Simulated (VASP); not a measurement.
Write the native input for VASP 6.6.1 that does the following.

| Quantity | Value |
| --- | --- |
| Task | single point |
| Functional | PBE |
| Potentials or basis | VASP PAW PBE potentials, release 64 (Mg, O) |
| Cutoff | 520 eV |
| k mesh | 16 × 16 × 16 |
| Occupations | fermi-dirac, width 0.05 eV |
| Spin | no spin polarisation |
| Dipole correction | no |
| Further INCAR settings | ALGO = Normal; EDIFF = 1e-07; NBANDS = 11 |

The structure of MgO (rocksalt type) lies in POSCAR:

```
MgO
1.0
    0.0000000000      2.1269184940      2.1269184940
    2.1269184940      0.0000000000      2.1269184940
    2.1269184940      2.1269184940      0.0000000000
Mg O
1 1
Direct
    0.0000000000      0.0000000000      0.0000000000
    0.5000000000      0.5000000000      0.5000000000
```

One way to write it, as run:

INCAR

```
SYSTEM = MgO
ALGO = Normal
EDIFF = 1E-7
ENCUT = 520
GGA = PE
ISIF = 2
ISMEAR = -1
LASPH = .True.
LCHARG = .False.
LREAL = .False.
LWAVE = .False.
NBANDS = 11
NELM = 100
PREC = Accurate
SIGMA = 0.05
```

KPOINTS

```
k-points
0
Gamma
  16 16 16
  0 0 0
```

Potentials or basis: VASP PAW PBE potentials, release 64 (Mg, O).

Launch:

```bash
$ cat potpaw_PBE.64/Mg/POTCAR potpaw_PBE.64/O/POTCAR > POTCAR
$ mpirun -np 1 vasp_std > vasp.out
```

Results of the run:

| Property | Result |
| --- | --- |
| Pressure | -0.7 GPa |
| Band gap on the k mesh | 4.44 eV, direct |

It took 16 s on 1 thread of Intel Xeon 6975P-C, on a shared host, peak memory 0.16 GiB.
